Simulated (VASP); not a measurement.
# Al48ZnO72 (a cell with a defect) in VASP: single point with PBEsol

Aim: the single point of Al48ZnO72 (a cell with a defect) with PBEsol.

Program: VASP 6.6.1. These are calculated values, not measurements. Logs are shortened: lines on timing, memory, paths and dates and some standing lists are left out, and cuts for length are marked.

**1. The cell of the first run**

The cell holds a defect, 121 atoms: a = 9.548 Å, b = 9.548 Å, c = 13.014 Å, α = 90.00°, β = 90.00°, γ = 120.00°.

**2. Single point, PBEsol**

Input file INCAR:

```
SYSTEM = Al48ZnO72
  ALGO = Normal
  EDIFF = 1E-7
  ENCUT = 520
  GGA = PS
  ISIF = 2
  ISMEAR = -1
  LASPH = .True.
  LCHARG = .False.
  LREAL = Auto
  LUSENCCL = .False.
  LWAVE = .False.
  NBANDS = 360
  NELM = 100
  PREC = Accurate
  SIGMA = 0.05
```

Input file KPOINTS:

```
Automatic mesh
0
Gamma
  2 2 2
  0.5 0.5 0.5
```

Input file POSCAR:

```
Al48ZnO72
1.0
    9.5478620000      0.0000000000      0.0000000000
   -4.7739310000      8.2686910000      0.0000000000
    0.0000000000      0.0000000000     13.0135760000
Al O Zn
48 72 1
Direct
    0.3341350000      0.1694040000      0.1858780000
    0.3310680000      0.6703940000      0.1833620000
    0.8344910000      0.1703830000      0.1849080000
    0.8344850000      0.6701580000      0.1847490000
    0.1653580000      0.3340990000      0.0193650000
    0.1669070000      0.8350810000      0.0189760000
[... 113 lines left out ...]
    0.6671240000      0.9872850000      0.9167840000
    0.4999620000      0.4549280000      0.4883800000
```

Potentials or basis: VASP PAW PBE potentials, release 64 (Al, O, Zn).

The run is started by

```console
> cat potpaw_PBE.64/Al/POTCAR potpaw_PBE.64/O/POTCAR potpaw_PBE.64/Zn/POTCAR > POTCAR
> mpirun -np 1 vasp_std > vasp.out
```

OUTCAR:

```text
SYSTEM = Al48ZnO72
   EDIFF = 1E-7
   ENCUT = 520
   GGA = PS
   ISIF = 2
   ISMEAR = -1
   LASPH = .True.
   LREAL = Auto
   NELM = 100
   PREC = Accurate

 ion  position               nearest neighbor table
   1  0.334  0.169  0.186-  49 1.85  59 1.86  61 1.87  65 1.98  89 1.98  53 1.99  41 2.65  21 2.80
                            23 2.80  24 2.81  11 3.19   9 3.24  10 3.26
   2  0.331  0.670  0.183-  62 1.84  60 1.85  50 1.87  66 1.95  90 1.98  54 1.99  42 2.63  23 2.78
                            22 2.78  24 2.85  10 3.20   9 3.23  20 3.26  12 3.32
   3  0.834  0.170  0.185-  51 1.85  63 1.86  57 1.87  91 1.96  67 1.97  55 1.98  43 2.65  22 2.79
                            21 2.81  23 2.81  12 3.14   9 3.20  11 3.23
   4  0.834  0.670  0.185-  58 1.85  64 1.86  52 1.86  92 1.97  56 1.98  68 1.98  44 2.65  22 2.79
                            21 2.79  24 2.82  10 3.22  12 3.24  11 3.25
   5  0.165  0.334  0.019-  91 1.85  65 1.86  54 1.86 105 1.96 117 1.97  81 1.97  45 2.65  43 2.79
                            42 2.81  41 2.82  24 3.19  21 3.21  22 3.23
   6  0.167  0.835  0.019-  66 1.85  92 1.85  53 1.85 118 1.96 106 1.97  82 1.98  46 2.64  41 2.78
                            44 2.79  42 2.79  22 3.22  23 3.22  21 3.22
   7  0.668  0.334  0.019-  67 1.85  56 1.86  89 1.86 119 1.96 107 1.97  83 1.98  47 2.65  43 2.79
                            44 2.81  41 2.81  24 3.19  22 3.21  23 3.22
   8  0.667  0.837  0.019-  55 1.85  68 1.86  90 1.86 120 1.96  84 1.97 108 1.98  48 2.64  43 2.78
                            42 2.81  44 2.82  24 3.19  23 3.22  21 3.23
   9  0.165  0.337  0.313-  57 1.85 101 1.86  50 1.87  61 1.88  77 1.99  73 2.02  13 2.65  18 2.77
[... 23 lines left out ...]
  21  0.001  0.003  0.147-  65 1.85  55 1.86  92 1.87  64 1.91  57 1.97  49 2.00  17 2.66   4 2.79
                             1 2.80   3 2.81   5 3.21   6 3.22   8 3.23
  22  0.999  0.502  0.148-  56 1.85  66 1.86  91 1.87  50 1.92  63 1.97  58 1.98  18 2.66   2 2.78
                             3 2.79   4 2.79   7 3.21   6 3.22   5 3.23
  23  0.500  0.002  0.148-  90 1.86  53 1.86  67 1.86  59 1.93  51 1.96  62 1.98  19 2.68   2 2.78
                             1 2.80   3 2.81   7 3.22   8 3.22   6 3.22
  24  0.500  0.501  0.140-  89 1.83  68 1.84  54 1.84  61 1.98  52 2.00  60 2.05  20 2.53   1 2.81
                             4 2.82   2 2.85   5 3.19   7 3.19   8 3.19
  25  1.000  0.999  0.649-  95 1.85  69 1.86 100 1.87  86 1.97 111 1.97 113 1.99  29 2.66  36 2.79
                            35 2.80  33 2.82  16 3.23  14 3.24  13 3.28
  26  0.999  0.498  0.650-  99 1.85  70 1.86  96 1.86  85 1.97 112 1.97 114 1.97  30 2.65  34 2.79
                            36 2.79  35 2.79  14 3.20  13 3.22  15 3.24
  27  0.500  0.996  0.650-  93 1.83  71 1.87  98 1.87  88 1.94 115 1.98 109 1.99  31 2.64  34 2.76
                            35 2.80  33 2.81  15 3.14  16 3.24  14 3.28
  28  0.500  0.505  0.665- 116 1.86 110 1.87  87 1.91  94 1.92  97 1.96  72 1.97 121 2.35  32 2.54
                            34 2.75  36 2.79  33 2.83  16 3.34
  29  0.000  0.000  0.853- 108 1.85 118 1.86  81 1.86 113 1.96 111 1.97  86 1.98  25 2.66  45 2.79
                            48 2.79  46 2.80  44 3.21  41 3.22  43 3.23
  30  1.000  0.500  0.853- 117 1.85 107 1.86  82 1.86 112 1.96 114 1.97  85 1.98  26 2.65  46 2.79
                            47 2.79  45 2.80  42 3.22  43 3.22  44 3.23
  31  0.500  0.000  0.853-  83 1.86 106 1.86 120 1.86 109 1.96 115 1.97  88 1.98  27 2.64  47 2.79
                            48 2.80  46 2.80  42 3.21  41 3.22  43 3.22
  32  0.500  0.500  0.860- 119 1.83 105 1.84  84 1.84  87 1.99 110 2.01 116 2.01  28 2.54  47 2.82
                            45 2.83  48 2.83  41 3.19  44 3.19  42 3.19
  33  0.334  0.164  0.688- 109 1.85 113 1.86  87 1.87  93 1.93  97 1.96  69 2.01  37 2.71  27 2.81
                            25 2.82  28 2.83  46 3.20  47 3.21  45 3.24
  34  0.331  0.667  0.686- 114 1.85  88 1.87 110 1.87  98 1.95  70 1.96  94 1.96  38 2.68  28 2.75
                            27 2.76  26 2.79  46 3.22  45 3.24  48 3.25
  35  0.834  0.165  0.687- 111 1.85  85 1.86 115 1.86  99 1.95  71 1.96  95 1.99  39 2.65  26 2.79
                            25 2.80  27 2.80  48 3.21  45 3.22  47 3.23
  36  0.835  0.666  0.686-  86 1.85 112 1.86 116 1.88  96 1.95 100 1.96  72 1.97  40 2.71  28 2.79
                            26 2.79  25 2.79  46 3.21  47 3.23  48 3.25
  37  0.323  0.145  0.481-  79 1.78 102 1.81  73 1.86  69 1.90  93 2.04  97 2.18 121 2.57  14 2.69
[... 93 lines left out ...]
 119  0.668  0.487  0.919-  32 1.83  44 1.86   7 1.96  47 1.99
 120  0.667  0.987  0.917-  31 1.86  43 1.86  48 1.96   8 1.96
 121  0.500  0.455  0.488-  97 2.01  79 2.02  72 2.03  20 2.12  28 2.35 101 2.44  76 2.47  94 2.47
                            37 2.57  15 2.58  40 2.80  13 2.84  16 3.17  38 3.19

  LATTYP: Found a hexagonal cell.
 ALAT       =     9.5478620000
 C/A-ratio  =     1.3629832522

  Lattice vectors:

 A1 = (   9.5478620000,   0.0000000000,   0.0000000000)
 A2 = (  -4.7739310000,   8.2686910000,   0.0000000000)
 A3 = (   0.0000000000,   0.0000000000,  13.0135760000)

Analysis of symmetry for initial positions (statically):
=====================================================================
 Subroutine PRICEL returns:
 Original cell was already a primitive cell.

 Routine SETGRP: Setting up the symmetry group for a
 hexagonal supercell.

 Subroutine GETGRP returns: Found  1 space group operations
[... 41 lines left out ...]
     0.834485000  0.670158000  0.184749000
     0.165358000  0.334099000  0.019365000
     0.166907000  0.835081000  0.018976000
[... 113 lines left out ...]
     0.667124000  0.987285000  0.916784000
     0.499962000  0.454928000  0.488380000

  ion indices of the primitive-cell ions
   primitive index   ion index
                 1           1
                 2           2
                 3           3
                 4           4
                 5           5
                 6           6
[... 49 lines left out ...]
                56          56
                57          57
   k-points           NKPTS =     12   k-points in BZ     NKDIM =     12   number of bands    NBANDS=    360
   number of dos      NEDOS =    301   number of ions     NIONS =    121
   total plane-waves  NPLWV = 508032
   dimension x,y,z NGX =    72 NGY =   72 NGZ =   98
   dimension x,y,z NGXF=   144 NGYF=  144 NGZF=  196
   ions per type =              48  72   1
   NGX,Y,Z   is equivalent  to a cutoff of  12.54, 12.54, 12.52 a.u.
   NGXF,Y,Z  is equivalent  to a cutoff of  25.07, 25.07, 25.04 a.u.
 SYSTEM =  Al48ZnO72
   PREC   = accura    normal or accurate (medium, high low for compatibility)
   ISTART =      0    job   : 0-new  1-cont  2-samecut
   ICHARG =      2    charge: 1-file 2-atom 10-const
   ISPIN  =      1    spin polarized calculation?
   LNONCOLLINEAR =      F non collinear calculations
   LSORBIT =      F    spin-orbit coupling
   LASPH  =      T    aspherical Exc in radial PAW
   ENCUT  =  520.0 eV  38.22 Ry    6.18 a.u.  17.75 17.75 24.20*2*pi/ulx,y,z
   NELM   =    100;   NELMIN=  2; NELMDL= -5     # of ELM steps
   EDIFF  = 0.1E-06   stopping-criterion for ELM
   LREAL  =      T    real-space projection
   EDIFFG = 0.1E-05   stopping-criterion for IOM
   NSW    =      0    number of steps for IOM
   IBRION =     -1    ionic relax: 0-MD 1-quasi-New 2-CG
   NFREE  =      0    steps in history (QN), initial steepest desc. (CG)
   ISIF   =      2    stress and relaxation
   ISYM   =      2    0-nonsym 1-usesym 2-fastsym
   POTIM  = 0.5000    time-step for ionic-motion
   TEBEG  =    0.0;   TEEND  =   0.0 temperature during run
   PSTRESS=    0.0 pullay stress
   NELECT =     588.0000    total number of electrons
   NUPDOWN=      -1.0000    fix difference up-down
   EMIN   =  10.00;   EMAX   =-10.00  energy-range for DOS
   EFERMI =   0.00;   METHOD = LEGACY
   ISMEAR =    -1;   SIGMA  =   0.05  broadening in eV -4-tet -1-fermi 0-gaus
   EFERMI_NEDOS =   21; number of points for ismear=-14 and -15
   IALGO  =     38    algorithm
   IMIX   =      4    mixing-type and parameters
     AMIX     =   0.40;   BMIX     =  1.00
     AMIX_MAG =   1.60;   BMIX_MAG =  1.00
  volume/ion in A,a.u.               =       8.49        57.30
  Fermi-wavevector in a.u.,A,eV,Ry     =   1.359213  2.568540 25.136208  1.847459
  Thomas-Fermi vector in A             =   2.485980
   LORBIT       =      0    0 simple, 1 ext, 2 COOP (PROOUT), +10 PAW based schemes
   GGA     = PS    functional components
   LHFCALC =     F    Hartree Fock is set to
   AEXX    =    0.0000 exact exchange contribution
   IVDW    =     0    specifies the selected vdW correction
   LEPSILON=     F    determine dielectric tensor
   LRPA    =     F    only Hartree local field effects (RPA)
 non-spin polarized calculation
  energy-cutoff  :      520.00
  volume of cell :     1027.40
 maximum number of plane-waves:     27659
   NGX = 35   NGY = 35   NGZ = 49

 number of electron     587.9999949 magnetization

 Free energy of the ion-electron system (eV)
  ---------------------------------------------------
  ext. energy  EPLUGINS =         0.00000000
  ---------------------------------------------------
  free energy    TOTEN  =      -935.60490693 eV

  energy without entropy =     -935.60490690  energy(sigma->0) =     -935.60490692

 E-fermi :  11.6976     XC(G=0): -11.9800

 val. band max:       10.7721062574   @ k =  -0.2500   0.5000   0.2500
 cond. band min:      12.6080623899   @ k =  -0.2500   0.0000   0.2500
 fundamental gap:      1.8359561326
 Fermi energy:        11.6975646114

 k-point     1 :       0.2500    0.2500    0.2500
  band No.  band energies     occupation
      1     -12.9542      2.00000
      2     -12.7406      2.00000
      3     -12.6658      2.00000
      4     -12.6587      2.00000
      5     -12.4567      2.00000
      6     -12.4384      2.00000
[... 3697 lines left out ...]
    305      15.0637      0.00000
    306      15.1121      0.00000
 [bands above 306 left out]

------------------------ aborting loop because EDIFF is reached ----------------------------------------

  FORCE on cell =-STRESS in cart. coord.  units (eV):
  Direction    XX          YY          ZZ          XY          YZ          ZX
  --------------------------------------------------------------------------------------
  -------------------------------------------------------------------------------------
  Total       29.4571611     35.4261960     30.0447705     -4.9348040     -4.5020937      1.9108282
  in kB       45.9369254     55.2453278     46.8532720     -7.6955726     -7.0207831      2.9798382
  external PRESSURE =      49.3451751 kB  Pullay stress =       0.0000000 kB

 VOLUME and BASIS-vectors are now :
 -----------------------------------------------------------------------------
  energy-cutoff  :      520.00
  volume of cell :     1027.40
      direct lattice vectors                 reciprocal lattice vectors
     9.547862000  0.000000000  0.000000000     0.104735489  0.060469063 -0.000000000
    -4.773931000  8.268691000  0.000000000     0.000000000  0.120938127  0.000000000
     0.000000000  0.000000000 13.013576000     0.000000000 -0.000000000  0.076842829

 POSITION                                       TOTAL-FORCE (eV/Angst)
 -----------------------------------------------------------------------------------
      2.38155      1.40075      2.41894         0.002580     -0.001287     -0.006745
     -0.03942      5.54328      2.38620        -0.010554     -0.003109     -0.005167
      7.15421      1.40884      2.40631        -0.006155      0.001720      0.002578
      4.76826      5.54133      2.40425        -0.007460      0.000279      0.000987
     -0.01615      2.76256      0.25201        -0.002239      0.006112     -0.002994
     -2.39301      6.90503      0.24695        -0.003693      0.008528     -0.004238
[... 113 lines left out ...]
      1.65638      8.16355     11.93064        -0.000288      0.001863      0.003255
      2.60177      3.76166      6.35557        -0.037720      0.088235     -0.070567
 -----------------------------------------------------------------------------------
    total drift:                               -0.000730      0.014864     -0.040525

  FREE ENERGIE OF THE ION-ELECTRON SYSTEM (eV)
  ---------------------------------------------------
  free  energy   TOTEN  =      -935.6049069268 eV

  energy  without entropy=     -935.6049069044  energy(sigma->0) =     -935.60490692
```

Wall time 3.9 min (1 × NVIDIA H100 80GB with 1 thread of AMD EPYC 7R13 (Zen 3), shared host); peak memory 3.6 GiB.

What came out:

```
Free energy            : -935.6049 eV
Pressure               : 4.9 GPa
Largest force          : 0.119 eV/Å
Band gap on the k mesh : 1.84 eV
```

Forces on the atoms (eV/Å):
```
Al   0.003 -0.001 -0.007
Al  -0.011 -0.003 -0.005
Al  -0.006  0.002  0.003
Al  -0.007  0.000  0.001
Al  -0.002  0.006 -0.003
Al  -0.004  0.009 -0.004
Al  -0.003  0.003 -0.004
Al  -0.004  0.005 -0.003
Al  -0.028 -0.011 -0.016
Al   0.004 -0.006 -0.008
Al   0.013 -0.001 -0.023
Al  -0.014 -0.007 -0.028
Al  -0.026 -0.020  0.020
Al   0.003 -0.006  0.007
Al   0.034  0.000  0.017
Al  -0.004  0.019  0.009
Al  -0.006 -0.002  0.002
Al   0.008  0.012  0.000
Al  -0.007  0.010 -0.006
Al  -0.014 -0.029 -0.014
Al   0.003 -0.004 -0.008
Al   0.005  0.001 -0.003
Al   0.003 -0.003  0.002
Al   0.003  0.016 -0.001
Al   0.003 -0.001  0.005
Al   0.005  0.006  0.007
Al   0.003 -0.013  0.013
Al   0.002  0.006  0.034
Al  -0.001  0.002 -0.003
Al  -0.002  0.001 -0.004
Al  -0.002 -0.002  0.001
Al  -0.005  0.003  0.004
Al  -0.008 -0.001  0.012
Al  -0.020  0.003  0.017
Al   0.004  0.004  0.010
Al   0.000  0.002  0.011
Al  -0.013 -0.016  0.015
Al  -0.017  0.037  0.013
Al   0.005  0.002  0.027
Al   0.033  0.015  0.007
Al   0.002 -0.008 -0.004
Al   0.002 -0.005  0.001
Al   0.000 -0.003 -0.003
Al   0.001  0.002  0.000
Al   0.002 -0.008 -0.004
Al  -0.001 -0.004 -0.008
Al   0.007  0.001 -0.002
Al   0.003  0.002  0.002
O   -0.004 -0.003 -0.002
O    0.015 -0.002 -0.003
O   -0.010  0.006 -0.005
O    0.003 -0.005  0.000
O   -0.001 -0.003 -0.004
O    0.001 -0.008 -0.003
O    0.001  0.000 -0.004
O   -0.006 -0.002 -0.006
O    0.003 -0.004  0.003
O    0.005 -0.005  0.008
O   -0.004 -0.003  0.000
O    0.006  0.014  0.006
O    0.008  0.009  0.014
O   -0.004  0.008  0.006
O    0.007  0.002  0.003
O    0.005  0.003 -0.003
O    0.004  0.005  0.004
O    0.000 -0.005  0.001
O    0.001  0.001  0.004
O    0.002  0.000  0.000
O   -0.008  0.011  0.009
O    0.005  0.011  0.000
O   -0.002  0.003 -0.003
O    0.036  0.000  0.022
O   -0.001  0.020  0.001
O    0.021 -0.014 -0.005
O   -0.029  0.009 -0.013
O   -0.023 -0.079  0.027
O    0.033  0.019 -0.012
O   -0.007  0.012  0.000
O   -0.023  0.024 -0.037
O    0.004 -0.009  0.012
O    0.000  0.002  0.001
O    0.003  0.000 -0.001
O   -0.004  0.007  0.001
O   -0.005  0.006  0.005
O   -0.003 -0.002 -0.007
O    0.002  0.000 -0.001
O    0.001 -0.006 -0.009
O    0.005 -0.002 -0.011
O    0.002 -0.002 -0.001
O    0.002 -0.005 -0.006
O   -0.003 -0.003  0.002
O   -0.002 -0.002 -0.001
O   -0.014  0.022 -0.014
O    0.011 -0.004 -0.026
O   -0.001 -0.007  0.002
O   -0.005 -0.005 -0.002
O   -0.017 -0.021  0.033
O    0.010  0.003  0.000
O   -0.003 -0.003  0.006
O   -0.007  0.002  0.005
O    0.056 -0.038  0.000
O    0.005 -0.007 -0.010
O   -0.008 -0.004  0.007
O    0.028 -0.038 -0.008
O    0.001 -0.003 -0.002
O    0.000  0.000 -0.004
O    0.001 -0.002 -0.001
O   -0.002 -0.007  0.001
O    0.002  0.005  0.001
O    0.001 -0.006  0.006
O   -0.004  0.000 -0.001
O   -0.005  0.000 -0.004
O    0.001  0.004 -0.004
O   -0.004  0.000  0.000
O   -0.004 -0.002 -0.006
O    0.000  0.001  0.001
O    0.007  0.003  0.009
O    0.004  0.000  0.005
O    0.005  0.001  0.004
O    0.000  0.002  0.003
Zn  -0.038  0.088 -0.071
```

Caveat: the PAW data sets were made with another functional, which shifts forces and pressure a little.
